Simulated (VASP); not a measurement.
Input of a VASP 6.6.1 run:

INCAR

```
SYSTEM = Mg4CdS3
PREC = Accurate ; ENCUT = 600
EDIFF = 1E-7 ; ISMEAR = 0
SIGMA = 0.1 ; LREAL = .False.
LASPH = .True. ; NELM = 120
ALGO = Normal ; ISIF = 4
LWAVE = .False. ; LCHARG = .False.
GGA = PE ; IBRION = 2
NSW = 50 ; EDIFFG = -0.01
GGA_COMPAT = .False. ; NELMIN = 4
```

The input KPOINTS:

```
regular mesh
0
Gamma
  12 12 4
  0 0 0
```

The input POSCAR:

```
Mg4CdS3
1.0
    3.5925296627      0.0000000000      0.0000000000
   -1.7962648313      3.1112219517      0.0000000000
    0.0000000000      0.0000000000     13.7706916549
Mg Cd S
4 1 3
Direct
    0.3333333333      0.6666666667      0.6091236499
    0.6666666667      0.3333333333      0.3908763501
    0.6666666667      0.3333333333      0.1665279906
    0.3333333333      0.6666666667      0.8334720094
    0.0000000000      0.0000000000      0.0000000000
    0.6666666667      0.3333333333      0.7213090520
    0.3333333333      0.6666666667      0.2786909480
    0.0000000000      0.0000000000      0.5000000000
```

Potentials or basis: VASP PAW PBE potentials, release 64 (Mg, Cd, S).

Command:

```sh
$ cat potpaw_PBE.64/Mg/POTCAR potpaw_PBE.64/Cd/POTCAR potpaw_PBE.64/S/POTCAR > POTCAR
$ mpirun -np 1 vasp_std > vasp.out
```

Estimate the band gap on the k mesh.

zero (bands 19 and 20 overlap by 0.30 eV).

The path:
```csv
step,energy change (eV),largest force (eV/Å),pressure (GPa),volume (Å³)
1,0.0000,0.0721,1.72,153.92
2,-0.0005,0.0400,1.69,153.92
3,-0.0007,0.0266,1.66,153.92
4,-0.0009,0.0237,1.65,153.92
5,-0.0012,0.0157,1.62,153.92
6,-0.0012,0.0133,1.62,153.92
7,-0.0012,0.0037,1.62,153.92
```

Caveat: semilocal functionals underestimate gaps, and a narrow one can read as zero.
